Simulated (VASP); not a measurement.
# TiTe (F-43m) in VASP: single point with r2SCAN+U

Aim: the single point of TiTe with r2SCAN+U.

Program: VASP 6.6.1. These are calculated values, not measurements. Logs are shortened: lines on timing, memory, paths and dates and some standing lists are left out, and cuts for length are marked.

## Step 1: The cell of the first run

The structure is cubic, space group F-43m (No. 216). Conventional cell: a = 6.621 Å, b = 6.621 Å, c = 6.621 Å, α = 90.00°, β = 90.00°, γ = 90.00°. Ti (site symmetry -43m) has 4 Te at 2.87 Å within 3.8 Å. Te (site symmetry -43m) has 4 Ti at 2.87 Å within 3.8 Å.

## Step 2: Single point, r2SCAN+U, collinear spin, zero start

POSCAR reads:

```
TiTe
1.0
    0.0000000000      3.3105989600      3.3105989600
    3.3105989600      0.0000000000      3.3105989600
    3.3105989600      3.3105989600      0.0000000000
Ti Te
1 1
Direct
    0.0000000000      0.0000000000      0.0000000000
    0.2500000000      0.2500000000      0.2500000000
```

INCAR.step1 reads:

```
SYSTEM = TiTe
  ALGO = Normal
  EDIFF = 1E-4
  ENCUT = 520
  GGA = PE
  ISMEAR = 0
  ISPIN = 2
  LASPH = .TRUE.
  LCHARG = .FALSE.
  LDAU = .TRUE.
  LDAUJ = 0 0
  LDAUL = 2 -1
  LDAUTYPE = 2
  LDAUU = 3 0
  LMAXMIX = 4
  LREAL = .FALSE.
  LWAVE = .TRUE.
  MAGMOM = 0 0
  NBANDS = 20
  NELM = 150
  PREC = Accurate
  SIGMA = 0.05
```

INCAR.step2 reads:

```
SYSTEM = TiTe
  ALGO = Normal
  EDIFF = 1E-7
  ENCUT = 520
  ISIF = 2
  ISMEAR = 0
  ISPIN = 2
  ISTART = 1
  LASPH = .TRUE.
  LCHARG = .TRUE.
  LDAU = .TRUE.
  LDAUJ = 0 0
  LDAUL = 2 -1
  LDAUPRINT = 1
  LDAUTYPE = 2
  LDAUU = 3 0
  LELF = .TRUE.
  LMAXMIX = 4
  LMIXTAU = .TRUE.
  LORBIT = 11
  LREAL = .FALSE.
  LVHAR = .TRUE.
  LWAVE = .FALSE.
  MAGMOM = 0 0
  METAGGA = R2SCAN
  NBANDS = 20
  NELM = 150
  PREC = Accurate
  SIGMA = 0.05
```

KPOINTS reads:

```
k-points
0
G
  5 5 5
  0 0 0
```

Potentials or basis: VASP PAW PBE potentials, release 64 (Ti_sv, Te).

On the command line:

```console
cat potpaw_PBE.64/Ti_sv/POTCAR potpaw_PBE.64/Te/POTCAR > POTCAR
cp INCAR.step1 INCAR
mpirun -np 1 vasp_std > vasp.out
cp INCAR.step2 INCAR
mpirun -np 1 vasp_std > vasp.out
```

OUTCAR:

```text
SYSTEM = TiTe
   EDIFF = 1E-7
   ENCUT = 520
   ISIF = 2
   ISMEAR = 0
   ISPIN = 2
   ISTART = 1
   LASPH = .TRUE.
   LORBIT = 11
   LREAL = .FALSE.
   METAGGA = R2SCAN
   NELM = 150
   PREC = Accurate

 ion  position               nearest neighbor table
   1  0.000  0.000  0.000-   2 2.87   2 2.87   2 2.87   2 2.87
   2  0.250  0.250  0.250-   1 2.87   1 2.87   1 2.87   1 2.87

  LATTYP: Found a face centered cubic cell.
 ALAT       =     6.6211979200

  Lattice vectors:

 A1 = (   0.0000000000,   3.3105989600,   3.3105989600)
 A2 = (   3.3105989600,   0.0000000000,   3.3105989600)
 A3 = (   3.3105989600,   3.3105989600,   0.0000000000)

Analysis of symmetry for initial positions (statically):
=====================================================================
 Subroutine PRICEL returns:
 Original cell was already a primitive cell.

 Routine SETGRP: Setting up the symmetry group for a
 face centered cubic supercell.

 Subroutine GETGRP returns: Found 24 space group operations
 (whereof 24 operations were pure point group operations)
 out of a pool of 48 trial point group operations.

The static configuration has the point symmetry T_d .

Analysis of symmetry for dynamics (positions and initial velocities):
=====================================================================
 Subroutine PRICEL returns:
 Original cell was already a primitive cell.

 Routine SETGRP: Setting up the symmetry group for a
 face centered cubic supercell.

 Subroutine GETGRP returns: Found 24 space group operations
 (whereof 24 operations were pure point group operations)
 out of a pool of 48 trial point group operations.

The dynamic configuration has the point symmetry T_d .

Analysis of structural, dynamic, and magnetic symmetry:
=====================================================================
 Subroutine PRICEL returns:
 Original cell was already a primitive cell.

 Routine SETGRP: Setting up the symmetry group for a
 face centered cubic supercell.

 Subroutine GETGRP returns: Found 24 space group operations
 (whereof 24 operations were pure point group operations)
 out of a pool of 48 trial point group operations.

The overall configuration has the point symmetry T_d .

 Subroutine INISYM returns: Found 24 space group operations
 (whereof 24 operations are pure point group operations),
 and found     1 'primitive' translations

----------------------------------------------------------------------------------------

                                     Primitive cell

  volume of cell :      72.5688

  direct lattice vectors                    reciprocal lattice vectors
     0.000000000  3.310598960  3.310598960    -0.151030072  0.151030072  0.151030072
     3.310598960  0.000000000  3.310598960     0.151030072 -0.151030072  0.151030072
     3.310598960  3.310598960  0.000000000     0.151030072  0.151030072 -0.151030072

  length of vectors
     4.681893949  4.681893949  4.681893949     0.261591759  0.261591759  0.261591759

  position of ions in fractional coordinates (direct lattice)
     0.000000000  0.000000000  0.000000000
     0.250000000  0.250000000  0.250000000

  ion indices of the primitive-cell ions
   primitive index   ion index
                 1           1
                 2           2

----------------------------------------------------------------------------------------

 KPOINTS: k-points

Automatic generation of k-mesh.
 Grid dimensions read from file:
 generate k-points for:    5    5    5
[... 57 lines left out ...]
   POTIM  = 0.5000    time-step for ionic-motion
   TEBEG  =    0.0;   TEEND  =   0.0 temperature during run
   PSTRESS=    0.0 pullay stress
   NELECT =      18.0000    total number of electrons
   NUPDOWN=      -1.0000    fix difference up-down
   EMIN   =  10.00;   EMAX   =-10.00  energy-range for DOS
   EFERMI =   0.00;   METHOD = LEGACY
   ISMEAR =     0;   SIGMA  =   0.05  broadening in eV -4-tet -1-fermi 0-gaus
   EFERMI_NEDOS =   21; number of points for ismear=-14 and -15
   IALGO  =     38    algorithm
   IMIX   =      4    mixing-type and parameters
     AMIX     =   0.40;   BMIX     =  1.00
     AMIX_MAG =   1.60;   BMIX_MAG =  1.00
  volume/ion in A,a.u.               =      36.28       244.86
  Fermi-wavevector in a.u.,A,eV,Ry     =   1.028606  1.943784 14.395379  1.058030
  Thomas-Fermi vector in A             =   2.162611
   LORBIT       =     11    0 simple, 1 ext, 2 COOP (PROOUT), +10 PAW based schemes
 LDA+U is selected, type is set to LDAUTYPE =  2
   angular momentum for each species LDAUL =     2   -1
   U (eV)           for each species LDAUU =   3.0  0.0
   J (eV)           for each species LDAUJ =   0.0  0.0
   METAGGA = R2SCAN    functional components
   LHFCALC =     F    Hartree Fock is set to
   AEXX    =    0.0000 exact exchange contribution
   IVDW    =     0    specifies the selected vdW correction
   LEPSILON=     F    determine dielectric tensor
   LRPA    =     F    only Hartree local field effects (RPA)
 spin polarized calculation
 Gauss-broadening in eV      SIGMA  =   0.05
  energy-cutoff  :      520.00
  volume of cell :       72.57
 maximum number of plane-waves:      1980
   NGX = 17   NGY = 17   NGZ = 17

 number of electron      17.9999997 magnetization       0.0001563

atom =   1  type =  1  l = 2

 onsite density matrix

spin component  1

  0.2660  0.0000  0.0000 -0.0000  0.0000
  0.0000  0.2660  0.0000 -0.0000 -0.0000
  0.0000  0.0000  0.0481 -0.0000  0.0000
 -0.0000 -0.0000 -0.0000  0.2660 -0.0000
  0.0000 -0.0000  0.0000 -0.0000  0.0481

spin component  2

  0.2660  0.0000  0.0000 -0.0000  0.0000
  0.0000  0.2660  0.0000 -0.0000 -0.0000
  0.0000  0.0000  0.0481 -0.0000  0.0000
 -0.0000 -0.0000 -0.0000  0.2660 -0.0000
  0.0000 -0.0000  0.0000 -0.0000  0.0481

 occupancies and eigenvectors

  o =  0.0481  v =  0.0000 -0.0000 -0.9998  0.0000 -0.0183  0.0000  0.0000  0.0000  0.0000  0.0000      0.0000  0.0000  0.0000  0.0000  0.0000  0.0000  0.0000  0.0000  0.0000  0.0000
  o =  0.0481  v =  0.0000  0.0000 -0.0183  0.0000  0.9998  0.0000  0.0000  0.0000  0.0000  0.0000      0.0000  0.0000  0.0000  0.0000  0.0000  0.0000  0.0000  0.0000  0.0000  0.0000
  o =  0.0481  v =  0.0000  0.0000  0.0000  0.0000  0.0000  0.0000  0.0000  0.9989 -0.0000 -0.0460      0.0000  0.0000  0.0000  0.0000  0.0000  0.0000  0.0000  0.0000  0.0000  0.0000
  o =  0.0481  v =  0.0000  0.0000  0.0000  0.0000  0.0000  0.0000  0.0000  0.0460  0.0000  0.9989      0.0000  0.0000  0.0000  0.0000  0.0000  0.0000  0.0000  0.0000  0.0000  0.0000
  o =  0.2660  v =  0.0000  0.0000  0.0000  0.0000  0.0000  0.0000  0.6956  0.0000  0.7184 -0.0000      0.0000  0.0000  0.0000  0.0000  0.0000  0.0000  0.0000  0.0000  0.0000  0.0000
  o =  0.2660  v =  0.0000  0.0000  0.0000  0.0000  0.0000  1.0000  0.0000  0.0000  0.0000  0.0000      0.0000  0.0000  0.0000  0.0000  0.0000  0.0000  0.0000  0.0000  0.0000  0.0000
  o =  0.2660  v =  0.0000  0.0000  0.0000  0.0000  0.0000  0.0000  0.7184  0.0000 -0.6956 -0.0000      0.0000  0.0000  0.0000  0.0000  0.0000  0.0000  0.0000  0.0000  0.0000  0.0000
  o =  0.2660  v =  0.0000  0.8240 -0.0000 -0.5666 -0.0000  0.0000  0.0000  0.0000  0.0000  0.0000      0.0000  0.0000  0.0000  0.0000  0.0000  0.0000  0.0000  0.0000  0.0000  0.0000
  o =  0.2660  v =  0.0000 -0.5666 -0.0000 -0.8240  0.0000  0.0000  0.0000  0.0000  0.0000  0.0000      0.0000  0.0000  0.0000  0.0000  0.0000  0.0000  0.0000  0.0000  0.0000  0.0000
  o =  0.2660  v =  1.0000  0.0000  0.0000  0.0000  0.0000  0.0000  0.0000  0.0000  0.0000  0.0000      0.0000  0.0000  0.0000  0.0000  0.0000  0.0000  0.0000  0.0000  0.0000  0.0000

 number of electron      17.9999997 magnetization      -0.0001101

 Free energy of the ion-electron system (eV)
  ---------------------------------------------------
  ext. energy  EPLUGINS =         0.00000000
  ---------------------------------------------------
  free energy    TOTEN  =       -36.20260982 eV

  energy without entropy =      -36.19904386  energy(sigma->0) =      -36.20082684

 E-fermi :   4.7331     XC(G=0):  -8.7317

 val. band max:        4.6847931957   @ k =   0.4000   0.0000   0.0000
 cond. band min:       4.7581071093   @ k =  -0.4000   0.4000   0.0000
 fundamental gap:      0.0733139136
 Fermi energy:         4.7330842431

 spin component 1

 k-point     1 :       0.0000    0.0000    0.0000
  band No.  band energies     occupation
      1     -56.5505      1.00000
      2     -31.7491      1.00000
      3     -31.7490      1.00000
      4     -31.7490      1.00000
      5      -8.1197      1.00000
      6       1.1120      1.00000
[... 206 lines left out ...]
      6      -0.0519      1.00000
[... 12 lines left out ...]
     19      14.1493      0.00000
     20      15.4980      0.00000
 Fermi energy:         4.7330842431

 spin component 2

 k-point     1 :       0.0000    0.0000    0.0000
  band No.  band energies     occupation
      1     -56.5506      1.00000
      2     -31.7492      1.00000
      3     -31.7491      1.00000
      4     -31.7491      1.00000
      5      -8.1197      1.00000
      6       1.1121      1.00000
[... 219 lines left out ...]
     19      14.1492      0.00000
     20      15.4980      0.00000

------------------------ aborting loop because EDIFF is reached ----------------------------------------

  FORCE on cell =-STRESS in cart. coord.  units (eV):
  Direction    XX          YY          ZZ          XY          YZ          ZX
  --------------------------------------------------------------------------------------
  -------------------------------------------------------------------------------------
  Total       -2.8063579     -2.8063579     -2.8063579      0.0000000     -0.0000000      0.0000000
  in kB      -61.9589307    -61.9589307    -61.9589307      0.0000000     -0.0000000      0.0000000
  external PRESSURE =     -61.9589307 kB  Pullay stress =       0.0000000 kB

 VOLUME and BASIS-vectors are now :
 -----------------------------------------------------------------------------
  energy-cutoff  :      520.00
  volume of cell :       72.57
      direct lattice vectors                 reciprocal lattice vectors
     0.000000000  3.310598960  3.310598960    -0.151030072  0.151030072  0.151030072
     3.310598960  0.000000000  3.310598960     0.151030072 -0.151030072  0.151030072
     3.310598960  3.310598960  0.000000000     0.151030072  0.151030072 -0.151030072

 POSITION                                       TOTAL-FORCE (eV/Angst)
 -----------------------------------------------------------------------------------
      0.00000      0.00000      0.00000         0.000000      0.000000      0.000000
      1.65530      1.65530      1.65530        -0.000000     -0.000000     -0.000000
 -----------------------------------------------------------------------------------
    total drift:                                0.000000      0.000000      0.000000

  FREE ENERGIE OF THE ION-ELECTRON SYSTEM (eV)
  ---------------------------------------------------
  free  energy   TOTEN  =       -36.2026098219 eV

  energy  without entropy=      -36.1990438630  energy(sigma->0) =      -36.20082684

 total charge

# of ion       s       p       d       tot
------------------------------------------
    1        2.141   6.043   1.773   9.958
    2        1.335   2.113   0.041   3.490
--------------------------------------------------
tot          3.476   8.156   1.815  13.447

 magnetization (x)

# of ion       s       p       d       tot
------------------------------------------
    1        0.000   0.000   0.000   0.000
    2        0.000   0.000  -0.000  -0.000
--------------------------------------------------
tot          0.000   0.000   0.000   0.000
```

Run time: 1.9 min. Hardware: 1 thread of AMD EPYC 9R45 (Zen 5), shared host; peak memory 0.24 GiB.

What came out:

```
Free energy                                           : -36.2026 eV
Pressure                                              : -6.2 GPa
Band gap on the k mesh                                : zero (filled and empty bands overlap)
Net moment                                            : 0.00 μB per cell
Valence electrons inside the program's atomic spheres : Ti 9.96; Te 3.49
```

Eigenvalues of the final occupation matrices:
```tsv
site	spin	trace	eigenvalues
site 1 d	1	0.89	0.05 0.05 0.27 0.27 0.27
site 1 d	2	0.89	0.05 0.05 0.27 0.27 0.27
```

Caveat: the PAW data sets were made with another functional, which shifts forces and pressure a little; spin-orbit coupling is left out, which moves the levels of the heavy elements; the U is typed as a test and isn't derived for this compound.
